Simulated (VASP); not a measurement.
# BN in VASP: relaxation of the atoms with PBE+D3(BJ)

Aim: the relaxation of the atoms of BN with PBE+D3(BJ).

All numbers are computed with VASP 6.6.1; they aren't measurements. Logs are shortened: lines on timing, memory, paths and dates and some standing lists are left out, and cuts for length are marked.

### 1 The cell of the first run

The cell holds a slab with vacuum, 6 atoms: a = 2.505 Å, b = 3.601 Å, c = 18.945 Å, α = 90.00°, β = 90.00°, γ = 110.36°.

### 2 Relaxation of the atoms, PBE+D3(BJ)

Contents of INCAR:

```
PREC = Accurate ; ENCUT = 520
EDIFF = 1E-6 ; ISMEAR = 0
SIGMA = 0.05 ; LREAL = False
LASPH = True ; NELM = 80
ALGO = Normal ; ISIF = 2
LWAVE = False ; LCHARG = False
LDIPOL = True ; IDIPOL = 3
DIPOL = 0.5 0.5 0.500 ; GGA = PE
IVDW = 12 ; IBRION = 2
NSW = 70 ; EDIFFG = -0.03
ISYM = 0
```

Contents of KPOINTS:

```
Automatic mesh
0
Gamma
  11 8 1
```

Contents of POSCAR:

```
BN
1.0
    2.5053911194      0.0000000000      0.0000000000
   -1.2526955597      3.3759068817      0.0000000000
    0.0000000000      0.0000000000     18.9445444442
N B
3 3
Selective dynamics
Direct
    0.0450449205      0.0900898411      0.3694995158  F F F
    0.6138911504      0.2277823008      0.4813710307  F F F
    0.1827373803      0.3654747606      0.5932425456  T T T
    0.5684102805      0.1368205610      0.4067574544  F F F
    0.1372565104      0.2745130207      0.5186289693  T T T
    0.7061027402      0.4122054805      0.6305004842  T T T
```

Potentials or basis: VASP PAW PBE potentials, release 64 (N, B).

Launch:

```console
$ cat potpaw_PBE.64/N/POTCAR potpaw_PBE.64/B/POTCAR > POTCAR
$ mpirun -np 1 vasp_std > vasp.out
```

OUTCAR:

```text
PREC = Accurate
   ENCUT = 520
   EDIFF = 1E-6
   ISMEAR = 0
   LREAL = False
   LASPH = True
   NELM = 80
   ISIF = 2
   GGA = PE
   IVDW = 12
   IBRION = 2
   NSW = 70
   EDIFFG = -0.03
   ISYM = 0
 IVDW          = 12

 ion  position               nearest neighbor table
   1  0.045  0.090  0.369-   4 1.45   4 1.45
   2  0.614  0.228  0.481-   4 1.45   5 1.45   5 1.45
   3  0.183  0.365  0.593-   5 1.45   6 1.45   6 1.45
   4  0.568  0.137  0.407-   2 1.45   1 1.45   1 1.45
   5  0.137  0.275  0.519-   3 1.45   2 1.45   2 1.45
   6  0.706  0.412  0.631-   3 1.45   3 1.45

IMPORTANT INFORMATION: All symmetrisations will be switched off!
NOSYMM: (Re-)initialisation of all symmetry stuff for point group C_1.

----------------------------------------------------------------------------------------

                                     Primitive cell

  volume of cell :     160.2323

  direct lattice vectors                    reciprocal lattice vectors
     2.505391119  0.000000000  0.000000000     0.399139277  0.148108351  0.000000000
    -1.252695560  3.375906882  0.000000000     0.000000000  0.296216701  0.000000000
     0.000000000  0.000000000 18.944544444     0.000000000  0.000000000  0.052785645

  length of vectors
     2.505391119  3.600832326 18.944544444     0.425732599  0.296216701  0.052785645

  position of ions in fractional coordinates (direct lattice)
     0.045044920  0.090089841  0.369499516
     0.613891150  0.227782301  0.481371031
     0.182737380  0.365474761  0.593242546
     0.568410280  0.136820561  0.406757454
     0.137256510  0.274513021  0.518628969
     0.706102740  0.412205480  0.630500484

  ion indices of the primitive-cell ions
   primitive index   ion index
                 1           1
                 2           2
                 3           3
                 4           4
                 5           5
                 6           6

----------------------------------------------------------------------------------------

 KPOINTS: Automatic mesh

Automatic generation of k-mesh.
 Grid dimensions read from file:
 generate k-points for:   11    8    1

 Generating k-lattice:

  Cartesian coordinates                     Fractional coordinates (reciprocal lattice)
     0.036285389  0.013464396  0.000000000     0.090909091 -0.000000000  0.000000000
     0.000000000  0.037027088  0.000000000     0.000000000  0.125000000  0.000000000
     0.000000000  0.000000000  0.052785645     0.000000000  0.000000000  1.000000000

  Length of vectors
     0.038702964  0.037027088  0.052785645

  Shift w.r.t. Gamma in fractional coordinates (k-lattice)
     0.000000000  0.000000000  0.000000000

 -----------------------------------------------------------------------------
|                                                                             |
|           W    W    AA    RRRRR   N    N  II  N    N   GGGG   !!!           |
|           W    W   A  A   R    R  NN   N  II  NN   N  G    G  !!!           |
|           W    W  A    A  R    R  N N  N  II  N N  N  G       !!!           |
|           W WW W  AAAAAA  RRRRR   N  N N  II  N  N N  G  GGG   !            |
|           WW  WW  A    A  R   R   N   NN  II  N   NN  G    G                |
|           W    W  A    A  R    R  N    N  II  N    N   GGGG   !!!           |
|                                                                             |
|     Your reciprocal lattice and k-lattice belong to different lattice       |
|     classes:                                                                |
|                                                                             |
|        The reciprocal lattice is base centered orthorhombic,                |
|        whereas your k-lattice is simple monoclinic.                         |
|                                                                             |
|     Results are often still useful ...                                      |
|                                                                             |
 -----------------------------------------------------------------------------

 WARNING: IBZKPT: internal override: KBLOWUP is changed to .FALSE.
      ... skipping the blow-up phase ...

 Subroutine IBZKPT returns following result:
 ===========================================

 Found     45 irreducible k-points:

 Following reciprocal coordinates:
            Coordinates               Weight
  0.000000  0.000000  0.000000      1.000000
  0.090909  0.000000  0.000000      2.000000
  0.181818  0.000000  0.000000      2.000000
  0.272727  0.000000  0.000000      2.000000
  0.363636  0.000000  0.000000      2.000000
  0.454545  0.000000  0.000000      2.000000
[... 16 lines left out ...]
  0.454545  0.250000  0.000000      2.000000
 -0.454545  0.250000  0.000000      2.000000
 [... further k-points ...]
   k-points           NKPTS =     45   k-points in BZ     NKDIM =     45   number of bands    NBANDS=     16
   number of dos      NEDOS =    301   number of ions     NIONS =      6
   total plane-waves  NPLWV =  80640
   dimension x,y,z NGX =    20 NGY =   28 NGZ =  144
   dimension x,y,z NGXF=    40 NGYF=   56 NGZF=  288
   ions per type =               3   3
   NGX,Y,Z   is equivalent  to a cutoff of  13.27, 12.93, 12.64 a.u.
   NGXF,Y,Z  is equivalent  to a cutoff of  26.54, 25.85, 25.27 a.u.
 SYSTEM =  unknown system
   PREC   = accura    normal or accurate (medium, high low for compatibility)
   ISTART =      0    job   : 0-new  1-cont  2-samecut
   ICHARG =      2    charge: 1-file 2-atom 10-const
   ISPIN  =      1    spin polarized calculation?
   LNONCOLLINEAR =      F non collinear calculations
   LSORBIT =      F    spin-orbit coupling
   LASPH  =      T    aspherical Exc in radial PAW
   ENCUT  =  520.0 eV  38.22 Ry    6.18 a.u.   4.66  6.70 35.22*2*pi/ulx,y,z
   NELM   =     80;   NELMIN=  2; NELMDL= -5     # of ELM steps
   EDIFF  = 0.1E-05   stopping-criterion for ELM
   LREAL  =      F    real-space projection
   EDIFFG = -.3E-01   stopping-criterion for IOM
   NSW    =     70    number of steps for IOM
   IBRION =      2    ionic relax: 0-MD 1-quasi-New 2-CG
   NFREE  =      1    steps in history (QN), initial steepest desc. (CG)
   ISIF   =      2    stress and relaxation
   ISYM   =      0    0-nonsym 1-usesym 2-fastsym
   POTIM  = 0.5000    time-step for ionic-motion
   TEBEG  =    0.0;   TEEND  =   0.0 temperature during run
   PSTRESS=    0.0 pullay stress
   NELECT =      24.0000    total number of electrons
   NUPDOWN=      -1.0000    fix difference up-down
   EMIN   =  10.00;   EMAX   =-10.00  energy-range for DOS
   EFERMI =   0.00;   METHOD = LEGACY
   ISMEAR =     0;   SIGMA  =   0.05  broadening in eV -4-tet -1-fermi 0-gaus
   EFERMI_NEDOS =   21; number of points for ismear=-14 and -15
   IALGO  =     38    algorithm
   IMIX   =      4    mixing-type and parameters
     AMIX     =   0.40;   BMIX     =  1.00
     AMIX_MAG =   1.60;   BMIX_MAG =  1.00
  volume/ion in A,a.u.               =      26.71       180.22
  Fermi-wavevector in a.u.,A,eV,Ry     =   0.869418  1.642961 10.284471  0.755887
  Thomas-Fermi vector in A             =   1.988237
   LORBIT       =      0    0 simple, 1 ext, 2 COOP (PROOUT), +10 PAW based schemes
   GGA     = PE    functional components
   LHFCALC =     F    Hartree Fock is set to
   AEXX    =    0.0000 exact exchange contribution
   IVDW    =    12    specifies the selected vdW correction
   LEPSILON=     F    determine dielectric tensor
   LRPA    =     F    only Hartree local field effects (RPA)
 conjugate gradient relaxation of ions
 non-spin polarized calculation
 Gauss-broadening in eV      SIGMA  =   0.05
  energy-cutoff  :      520.00
  volume of cell :      160.23
 maximum number of plane-waves:      4371
   NGX =  9   NGY = 13   NGZ = 71

--------------------------------------- Ionic step        1  -------------------------------------------

 number of electron      24.0000002 magnetization

 Free energy of the ion-electron system (eV)
  ---------------------------------------------------
  ext. energy  EPLUGINS =         0.00000000
  ---------------------------------------------------
  free energy    TOTEN  =       -46.28008791 eV

  energy without entropy =      -46.27250173  energy(sigma->0) =      -46.27629482

------------------------ aborting loop because EDIFF is reached ----------------------------------------

 Edisp (eV)   -0.66654

 E8    (eV) :    -0.2059

  FORCE on cell =-STRESS in cart. coord.  units (eV):
  Direction    XX          YY          ZZ          XY          YZ          ZX
  --------------------------------------------------------------------------------------
  -------------------------------------------------------------------------------------
  Total      -3.57792    -0.33573     2.08130    -0.00077     0.46778    -0.00157
  in kB     -35.77595    -3.35697    20.81112    -0.00771     4.67739    -0.01566
  external pressure =       -6.11 kB  Pullay stress =        0.00 kB
[... 65 lines left out ...]
  FREE ENERGIE OF THE ION-ELECTRON SYSTEM (eV)
  ---------------------------------------------------
  free  energy   TOTEN  =       -46.8279581245 eV

  energy  without entropy=      -46.8225767234  energy(sigma->0) =      -46.82526742

 dipolmoment           0.000000      0.000000      0.012080 electrons x Angstroem

--------------------------------------- Ionic step        3  -------------------------------------------

 number of electron      24.0000003 magnetization

------------------------ aborting loop because EDIFF is reached ----------------------------------------

 Edisp (eV)   -0.66695

 E8    (eV) :    -0.2061
[... 29 lines left out ...]
  FREE ENERGIE OF THE ION-ELECTRON SYSTEM (eV)
  ---------------------------------------------------
  free  energy   TOTEN  =       -47.0344223555 eV

  energy  without entropy=      -47.0291224132  energy(sigma->0) =      -47.03177238

[... ionic steps 4 to 7 ...]

--------------------------------------- Ionic step        8  -------------------------------------------

 number of electron      24.0000003 magnetization

------------------------ aborting loop because EDIFF is reached ----------------------------------------

 Edisp (eV)   -0.66739

 E8    (eV) :    -0.2063
[... 77 lines left out ...]
  energy  without entropy=      -47.0308233444  energy(sigma->0) =      -47.03344822

--------------------------------------- Ionic step       10  -------------------------------------------

 number of electron      24.0000002 magnetization

 dipolmoment           0.000000      0.000000     -0.157561 electrons x Angstroem

 Free energy of the ion-electron system (eV)
  ---------------------------------------------------
  ext. energy  EPLUGINS =         0.00000000
  ---------------------------------------------------
  free energy    TOTEN  =       -46.36866362 eV

  energy without entropy =      -46.36342483  energy(sigma->0) =      -46.36604422

 E-fermi :  -3.2087     XC(G=0):  -4.3376

 val. band max:       -3.2150164183   @ k =   0.0000   0.0000   0.0000
 cond. band min:      -3.1936774327   @ k =   0.0909   0.0000   0.0000
 fundamental gap:      0.0213389856
 Fermi energy:        -3.2086881642

 k-point     1 :       0.0000    0.0000    0.0000
  band No.  band energies     occupation
      1     -22.7404      2.00000
      2     -21.1887      2.00000
      3     -17.9622      2.00000
      4     -12.9298      2.00000
      5      -9.5457      2.00000
      6      -9.2973      2.00000
[... 8 lines left out ...]
     15       1.3937      0.00000
     16       1.7082      0.00000
[... 420 lines left out ...]
  band No.  band energies     occupation
      1     -20.6111      2.00000
      2     -19.7238      2.00000
      3     -16.8500      2.00000
      4     -14.1223      2.00000
      5     -13.0178      2.00000
      6     -10.9891      2.00000
[... 8 lines left out ...]
     15      -0.0606      0.00000
     16       2.0351      0.00000

 [... further k-points ...]

------------------------ aborting loop because EDIFF is reached ----------------------------------------

 vacuum level on the upper side and lower side of the slab       (xc-potential included)        -1.652         1.624

 Edisp (eV)   -0.66741

 E8    (eV) :    -0.2063

  FORCE on cell =-STRESS in cart. coord.  units (eV):
  Direction    XX          YY          ZZ          XY          YZ          ZX
  --------------------------------------------------------------------------------------
  -------------------------------------------------------------------------------------
  Total      -1.93125    -0.30416     1.79236    -0.00755     0.43884     0.00163
  in kB     -19.31075    -3.04136    17.92200    -0.07547     4.38796     0.01632
  external pressure =       -1.48 kB  Pullay stress =        0.00 kB
[... 21 lines left out ...]
  FREE ENERGIE OF THE ION-ELECTRON SYSTEM (eV)
  ---------------------------------------------------
  free  energy   TOTEN  =       -47.0360756448 eV

  energy  without entropy=      -47.0308368523  energy(sigma->0) =      -47.03345625

 reached required accuracy - stopping structural energy minimisation

 vacuum level on the upper side and lower side of the slab         1.918         5.289
```

Run time: 12 min. Hardware: 1 thread of Intel Xeon Platinum 8488C (Sapphire Rapids), shared host; peak memory 0.36 GiB.

What came out:

```
Free energy                : -47.0361 eV
Energy gained by relaxing  : 14.9 meV/atom
Ionic steps                : 10
Band gap on the k mesh     : zero (bands 12 and 13 overlap by 0.42 eV)
Dispersion energy per atom : -0.111 eV
```

Step by step:
```
step  energy change (eV)  largest force on free atoms (eV/Å)  pressure (GPa)
   1              0.0000                              2.2862           -0.61
   2              0.1187                              2.5360            1.15
   3             -0.0878                              0.1283           -0.30
   4             -0.0878                              0.1410           -0.31
   5             -0.0885                              0.1059           -0.24
   6             -0.0885                              0.1313           -0.21
   7             -0.0891                              0.0624           -0.19
   8             -0.0894                              0.0557           -0.15
   9             -0.0894                              0.0334           -0.15
  10             -0.0895                              0.0278           -0.15
```

Final structure:
```
CELL_PARAMETERS angstrom
2.50539 0.00000 0.00000
-1.25270 3.37591 0.00000
0.00000 0.00000 18.94454
ATOMIC_POSITIONS crystal
N 0.04504 0.09009 0.36950
N 0.61389 0.22778 0.48137
N 0.18469 0.36934 0.59484
B 0.56841 0.13682 0.40676
B 0.13811 0.27623 0.51639
B 0.70331 0.40670 0.62937
```

Levels at points of the mesh, in eV from the Fermi level:
```
           k point  band 10  band 11  band 12  band 13  band 14  band 15
(0.00, 0.00, 0.00)    -2.05    -1.57    -0.87    -0.01     4.18     4.60
(0.00, 0.50, 0.00)    -2.86    -2.09    -0.25     0.53     2.86     5.75
```

The gap in the log of VASP goes by the Fermi energy; the results here count the filled bands.